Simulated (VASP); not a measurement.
# C (Fd-3m) in VASP: a series of runs, part 3 of 3

VASP 6.6.1. The steps go on from the part before.

## (4) Single point, LDA (volume 5.770 Å^3 an atom, c/a of the conventional cell 1.0000)

Input file INCAR:

```
SYSTEM = C
  PREC = Accurate
  ENCUT = 520
  EDIFF = 1E-6
  ISMEAR = 0
  SIGMA = 0.05
  LREAL = .False.
  LASPH = .True.
  NELM = 60
  ALGO = Normal
  ISIF = 2
  LWAVE = .False.
  LCHARG = .False.
  NBANDS = 11
```

Input file KPOINTS:

```
regular mesh
0
Gamma
  12 12 12
  0 0 0
```

Input file POSCAR:

```
C
1.0
    0.0000000000      1.7935986611      1.7935986611
    1.7935986611      0.0000000000      1.7935986611
    1.7935986611      1.7935986611      0.0000000000
C
2
Direct
    0.5000000000      0.5000000000      0.5000000000
    0.7500000000      0.7500000000      0.7500000000
```

Potentials or basis: VASP PAW LDA potentials, release 64 (C).

Command:

```
> cat potpaw_LDA.64/C/POTCAR > POTCAR
> mpirun -np 1 vasp_std > vasp.out
```

OUTCAR:

```text
SYSTEM = C
   PREC = Accurate
   ENCUT = 520
   EDIFF = 1E-6
   ISMEAR = 0
   LREAL = .False.
   LASPH = .True.
   NELM = 60
   ISIF = 2

 ion  position               nearest neighbor table
   1  0.500  0.500  0.500-   2 1.55   2 1.55   2 1.55   2 1.55
   2  0.750  0.750  0.750-   1 1.55   1 1.55   1 1.55   1 1.55

  LATTYP: Found a face centered cubic cell.
 ALAT       =     3.5871973222

  Lattice vectors:

 A1 = (   0.0000000000,   1.7935986611,   1.7935986611)
 A2 = (   1.7935986611,   0.0000000000,   1.7935986611)
 A3 = (   1.7935986611,   1.7935986611,   0.0000000000)

Analysis of symmetry for initial positions (statically):
=====================================================================
 Subroutine PRICEL returns:
 Original cell was already a primitive cell.

 Routine SETGRP: Setting up the symmetry group for a
 face centered cubic supercell.

 Subroutine GETGRP returns: Found 48 space group operations
 (whereof 24 operations were pure point group operations)
 out of a pool of 48 trial point group operations.

The static configuration has the point symmetry T_d .
 The point group associated with its full space group is O_h .

Analysis of symmetry for dynamics (positions and initial velocities):
=====================================================================
 Subroutine PRICEL returns:
 Original cell was already a primitive cell.

 Routine SETGRP: Setting up the symmetry group for a
 face centered cubic supercell.

 Subroutine GETGRP returns: Found 48 space group operations
 (whereof 24 operations were pure point group operations)
 out of a pool of 48 trial point group operations.

The dynamic configuration has the point symmetry T_d .
 The point group associated with its full space group is O_h .

 Subroutine INISYM returns: Found 48 space group operations
 (whereof 24 operations are pure point group operations),
 and found     1 'primitive' translations

----------------------------------------------------------------------------------------

                                     Primitive cell

  volume of cell :      11.5400

  direct lattice vectors                    reciprocal lattice vectors
     0.000000000  1.793598661  1.793598661    -0.278769164  0.278769164  0.278769164
     1.793598661  0.000000000  1.793598661     0.278769164 -0.278769164  0.278769164
     1.793598661  1.793598661  0.000000000     0.278769164  0.278769164 -0.278769164

  length of vectors
     2.536531552  2.536531552  2.536531552     0.482842356  0.482842356  0.482842356

  position of ions in fractional coordinates (direct lattice)
     0.500000000  0.500000000  0.500000000
     0.750000000  0.750000000  0.750000000

  ion indices of the primitive-cell ions
   primitive index   ion index
                 1           1
                 2           2

----------------------------------------------------------------------------------------

 KPOINTS: regular mesh

Automatic generation of k-mesh.
 Grid dimensions read from file:
 generate k-points for:   12   12   12

 Generating k-lattice:

  Cartesian coordinates                     Fractional coordinates (reciprocal lattice)
    -0.023230764  0.023230764  0.023230764     0.083333333  0.000000000  0.000000000
     0.023230764 -0.023230764  0.023230764     0.000000000  0.083333333  0.000000000
     0.023230764  0.023230764 -0.023230764     0.000000000  0.000000000  0.083333333

  Length of vectors
     0.040236863  0.040236863  0.040236863

  Shift w.r.t. Gamma in fractional coordinates (k-lattice)
     0.000000000  0.000000000  0.000000000

 Subroutine IBZKPT returns following result:
 ===========================================

 Found     72 irreducible k-points:

 Following reciprocal coordinates:
            Coordinates               Weight
  0.000000  0.000000  0.000000      1.000000
  0.083333  0.000000  0.000000      8.000000
  0.166667  0.000000  0.000000      8.000000
  0.250000  0.000000  0.000000      8.000000
  0.333333  0.000000  0.000000      8.000000
  0.416667  0.000000  0.000000      8.000000
[... 16 lines left out ...]
  0.500000  0.166667  0.000000     24.000000
 -0.416667  0.166667  0.000000     24.000000
 [... further k-points ...]
   k-points           NKPTS =     72   k-points in BZ     NKDIM =     72   number of bands    NBANDS=     11
   number of dos      NEDOS =    301   number of ions     NIONS =      2
   total plane-waves  NPLWV =   8000
   dimension x,y,z NGX =    20 NGY =   20 NGZ =   20
   dimension x,y,z NGXF=    40 NGYF=   40 NGZF=   40
   ions per type =               2
   NGX,Y,Z   is equivalent  to a cutoff of  13.11, 13.11, 13.11 a.u.
   NGXF,Y,Z  is equivalent  to a cutoff of  26.22, 26.22, 26.22 a.u.
 SYSTEM =  C
   PREC   = accura    normal or accurate (medium, high low for compatibility)
   ISTART =      0    job   : 0-new  1-cont  2-samecut
   ICHARG =      2    charge: 1-file 2-atom 10-const
   ISPIN  =      1    spin polarized calculation?
   LNONCOLLINEAR =      F non collinear calculations
   LSORBIT =      F    spin-orbit coupling
   LASPH  =      T    aspherical Exc in radial PAW
   ENCUT  =  520.0 eV  38.22 Ry    6.18 a.u.   4.72  4.72  4.72*2*pi/ulx,y,z
   NELM   =     60;   NELMIN=  2; NELMDL= -5     # of ELM steps
   EDIFF  = 0.1E-05   stopping-criterion for ELM
   LREAL  =      F    real-space projection
[... 7 lines left out ...]
   TEBEG  =    0.0;   TEEND  =   0.0 temperature during run
   PSTRESS=    0.0 pullay stress
   NELECT =       8.0000    total number of electrons
   NUPDOWN=      -1.0000    fix difference up-down
   EMIN   =  10.00;   EMAX   =-10.00  energy-range for DOS
   EFERMI =   0.00;   METHOD = LEGACY
   ISMEAR =     0;   SIGMA  =   0.05  broadening in eV -4-tet -1-fermi 0-gaus
   EFERMI_NEDOS =   21; number of points for ismear=-14 and -15
   IALGO  =     38    algorithm
   IMIX   =      4    mixing-type and parameters
     AMIX     =   0.40;   BMIX     =  1.00
     AMIX_MAG =   1.60;   BMIX_MAG =  1.00
  volume/ion in A,a.u.               =       5.77        38.94
  Fermi-wavevector in a.u.,A,eV,Ry     =   1.448893  2.738010 28.562575  2.099290
  Thomas-Fermi vector in A             =   2.566682
   LORBIT       =      0    0 simple, 1 ext, 2 COOP (PROOUT), +10 PAW based schemes
   GGA     = CA    functional components
   LHFCALC =     F    Hartree Fock is set to
   AEXX    =    0.0000 exact exchange contribution
   IVDW    =     0    specifies the selected vdW correction
   LEPSILON=     F    determine dielectric tensor
   LRPA    =     F    only Hartree local field effects (RPA)
 non-spin polarized calculation
 Gauss-broadening in eV      SIGMA  =   0.05
  energy-cutoff  :      520.00
  volume of cell :       11.54
 maximum number of plane-waves:       331
   NGX =  9   NGY =  9   NGZ =  9

 number of electron       8.0000000 magnetization

 Free energy of the ion-electron system (eV)
  ---------------------------------------------------
  ext. energy  EPLUGINS =         0.00000000
  ---------------------------------------------------
  free energy    TOTEN  =       -20.21701032 eV

  energy without entropy =      -20.21701032  energy(sigma->0) =      -20.21701032

 E-fermi :   9.7706     XC(G=0): -13.4168

 val. band max:        9.4742168900   @ k =   0.0000   0.0000   0.0000
 cond. band min:      13.5550338077   @ k =   0.3333   0.3333   0.0000
 fundamental gap:      4.0808169178
 Fermi energy:         9.7706157284

 k-point     1 :       0.0000    0.0000    0.0000
  band No.  band energies     occupation
      1     -11.6171      2.00000
      2       9.4742      2.00000
      3       9.4742      2.00000
      4       9.4742      2.00000
      5      14.9685      0.00000
      6      14.9685      0.00000
      7      14.9685      0.00000
      8      22.6413      0.00000
      9      28.2547      0.00000
     10      35.9133      0.00000
     11      35.9133      0.00000

 k-point     2 :       0.0833    0.0000    0.0000
  band No.  band energies     occupation
      1     -11.4271      2.00000
      2       8.2788      2.00000
      3       9.1586      2.00000
      4       9.1586      2.00000
      5      15.3812      0.00000
      6      15.3812      0.00000
      7      15.6664      0.00000
      8      22.7864      0.00000
      9      28.5629      0.00000
     10      33.6706      0.00000
     11      33.6706      0.00000
[... 295 lines left out ...]
 k-point    24 :      -0.4167    0.1667    0.0000
  band No.  band energies     occupation
      1      -5.4821      2.00000
      2      -2.8484      2.00000
      3       4.1126      2.00000
      4       5.9544      2.00000
      5      16.8748      0.00000
      6      19.5084      0.00000
      7      20.5054      0.00000
      8      24.5158      0.00000
      9      28.4317      0.00000
     10      33.3361      0.00000
     11      33.4065      0.00000

 [... further k-points ...]
[... 5 lines left out ...]
  --------------------------------------------------------------------------------------
  -------------------------------------------------------------------------------------
  Total       -1.3451442     -1.3451442     -1.3451442     -0.0000000      0.0000000     -0.0000000
  in kB     -186.7555919   -186.7555919   -186.7555919     -0.0000000      0.0000000     -0.0000000
  external PRESSURE =    -186.7555919 kB  Pullay stress =       0.0000000 kB

 VOLUME and BASIS-vectors are now :
 -----------------------------------------------------------------------------
  energy-cutoff  :      520.00
  volume of cell :       11.54
      direct lattice vectors                 reciprocal lattice vectors
     0.000000000  1.793598661  1.793598661    -0.278769164  0.278769164  0.278769164
     1.793598661  0.000000000  1.793598661     0.278769164 -0.278769164  0.278769164
     1.793598661  1.793598661  0.000000000     0.278769164  0.278769164 -0.278769164

 POSITION                                       TOTAL-FORCE (eV/Angst)
 -----------------------------------------------------------------------------------
      1.79360      1.79360      1.79360        -0.000000     -0.000000     -0.000000
      2.69040      2.69040      2.69040         0.000000      0.000000      0.000000
 -----------------------------------------------------------------------------------
    total drift:                                0.000000     -0.000000      0.000000

  FREE ENERGIE OF THE ION-ELECTRON SYSTEM (eV)
  ---------------------------------------------------
  free  energy   TOTEN  =       -20.2170103164 eV

  energy  without entropy=      -20.2170103164  energy(sigma->0) =      -20.21701032
```

OSZICAR:

```text
N       E                     dE             d eps       ncg     rms          rms(c)
DAV:   1    -0.125847232670E+01   -0.12585E+01   -0.47814E+03  1664   0.700E+02
DAV:   2    -0.206227271897E+02   -0.19364E+02   -0.18749E+02  2045   0.126E+02
DAV:   3    -0.209812515264E+02   -0.35852E+00   -0.35791E+00  1863   0.134E+01
DAV:   4    -0.209818729945E+02   -0.62147E-03   -0.62146E-03  1701   0.732E-01
DAV:   5    -0.209818739472E+02   -0.95275E-06   -0.95276E-06  1840   0.257E-02    0.557E+00
DAV:   6    -0.204155981760E+02    0.56628E+00   -0.30021E-01  1644   0.378E+00    0.323E+00
DAV:   7    -0.202172041753E+02    0.19839E+00   -0.35889E-01  1719   0.415E+00    0.689E-01
DAV:   8    -0.202170217562E+02    0.18242E-03   -0.91188E-03  1662   0.776E-01    0.278E-02
DAV:   9    -0.202170086610E+02    0.13095E-04   -0.33853E-05  1821   0.457E-02    0.203E-02
DAV:  10    -0.202170103926E+02   -0.17316E-05   -0.21334E-06  1718   0.119E-02    0.476E-03
DAV:  11    -0.202170103164E+02    0.76230E-07   -0.93193E-08   845   0.231E-03
   1 F= -.20217010E+02 E0= -.20217010E+02  d E =-.268171E-19
```

stdout:

```text
POSCAR found type information on POSCAR C
 POSCAR found :  1 types and       2 ions
 scaLAPACK will be used
 LDA part: xc-table for (Slater(with rela. corr.)+CA(PZ))
 , standard interpolation
 POSCAR, INCAR and KPOINTS ok, starting setup
 FFT: planning ... GRIDC
 FFT: planning ... GRID_SOFT
 FFT: planning ... GRID
 WAVECAR not read
 entering main loop
```

Wall time 6.1 s (1 thread of AMD EPYC 7R13 (Zen 3), shared host); peak memory 0.08 GiB.

Results:

| Quantity | Value |
| --- | --- |
| Free energy | -20.2170 eV |
| Pressure | -18.7 GPa |
| Band gap on the k mesh | 4.08 eV, indirect (least direct gap 5.49 eV) |

 A k mesh can miss the band edges.

## (5) Single point, LDA (volume 6.166 Å^3 an atom, c/a of the conventional cell 1.0000)

Input file INCAR:

```
ALGO = Normal ; EDIFF = 1E-6
ENCUT = 520 ; ISIF = 2
ISMEAR = 0 ; LASPH = T
LCHARG = F ; LREAL = F
LWAVE = F ; NBANDS = 11
NELM = 80 ; PREC = Accurate
SIGMA = 0.05
```

Input file KPOINTS:

```
k-points
0
Gamma
  12 12 12
```

Input file POSCAR:

```
C
1.0
    0.0000000000      1.8337262702      1.8337262702
    1.8337262702      0.0000000000      1.8337262702
    1.8337262702      1.8337262702      0.0000000000
C
2
Direct
    0.5000000000      0.5000000000      0.5000000000
    0.7500000000      0.7500000000      0.7500000000
```

Command:

```
> cat potpaw_LDA.64/C/POTCAR > POTCAR
> mpirun -np 1 vasp_std > vasp.out
```

It took 6.2 s on 1 thread of AMD EPYC 7R13 (Zen 3), shared host; peak memory 0.08 GiB.

The run converged. Its results:

- Free energy: -20.0656 eV
- Pressure: -41.8 GPa
- Band gap on the k mesh: 3.92 eV, indirect (least direct gap 5.31 eV)

Levels at points of the mesh, in eV from the valence-band top:
| k point | band 1 | band 2 | band 3 | band 4 | band 5 | band 6 | band 7 | band 8 | band 9 |
| --- | --- | --- | --- | --- | --- | --- | --- | --- | --- |
| (0.00, 0.00, 0.00) | -20.24 | 0.00 | 0.00 | 0.00 | 5.31 | 5.31 | 5.31 | 11.70 | 17.95 |
| (0.50, 0.00, 0.00) | -14.86 | -12.47 | -2.58 | -2.58 | 7.90 | 8.02 | 8.02 | 14.63 | 20.35 |
| (0.50, 0.50, 0.00) | -12.04 | -12.04 | -5.81 | -5.81 | 4.51 | 4.51 | 15.40 | 15.40 | 21.42 |

 A k mesh can miss the band edges.

## (6) Single point, LDA (volume 6.034 Å^3 an atom, c/a of the conventional cell 1.0000)

Input file INCAR:

```
SYSTEM = C
PREC = Accurate
ENCUT = 520
EDIFF = 1E-6
ISMEAR = 0
SIGMA = 0.05
LREAL = .FALSE.
LASPH = .TRUE.
NELM = 60
ALGO = Normal
ISIF = 2
LWAVE = .FALSE.
LCHARG = .TRUE.
GGA = CA
LELF = .TRUE.
LVHAR = .TRUE.
NBANDS = 11
```

Input file KPOINTS:

```
Automatic mesh
0
G
  12 12 12
  0 0 0
```

Input file POSCAR:

```
C
1.0
    0.0000000000      1.8205464688      1.8205464688
    1.8205464688      0.0000000000      1.8205464688
    1.8205464688      1.8205464688      0.0000000000
C
2
Direct
    0.5000000000      0.5000000000      0.5000000000
    0.7500000000      0.7500000000      0.7500000000
```

Potentials or basis: VASP PAW LDA potentials, release 64 (C).

Command:

```
> cat potpaw_LDA.64/C/POTCAR > POTCAR
> mpirun -np 1 vasp_std > vasp.out
```

Run time: 6.3 s. Hardware: 1 thread of AMD EPYC 7R13 (Zen 3), shared host; peak memory 0.08 GiB.

Results (log left out):

```
Free energy            : -20.1286 eV
Pressure               : -35.0 GPa
Band gap on the k mesh : 3.97 eV, indirect (least direct gap 5.37 eV)
```

Levels at points of the mesh, in eV from the valence-band top:
```tsv
k point	band 2	band 3	band 4	band 5	band 6	band 7
(0.00, 0.00, 0.00)	0.00	0.00	0.00	5.37	5.37	5.37
(0.50, 0.00, 0.00)	-12.69	-2.63	-2.63	8.12	8.12	8.18
(0.50, 0.50, 0.00)	-12.18	-5.93	-5.93	4.56	4.56	15.71
```

 A k mesh can miss the band edges.

## (7) Overview

```tsv
cell	gap on the mesh (eV)	pressure (GPa)
a = 2.517 Å, angles 60.0°, 2 atoms	4.14	-9.1
a = 2.556 Å, angles 60.0°, 2 atoms	4.03	-27.3
a = 2.537 Å, angles 60.0°, 2 atoms	4.08	-18.7
a = 2.593 Å, angles 60.0°, 2 atoms	3.92	-41.8
a = 2.575 Å, angles 60.0°, 2 atoms	3.97	-35.0
```

Alike in all rows: task single point; level LDA; potentials or basis VASP PAW LDA potentials, release 64 (C); no spin polarisation; k mesh 12 × 12 × 12; cutoff (eV) 520; smearing gaussian 0.05 eV.

Absolute energies hang on the potentials; compare differences alone.
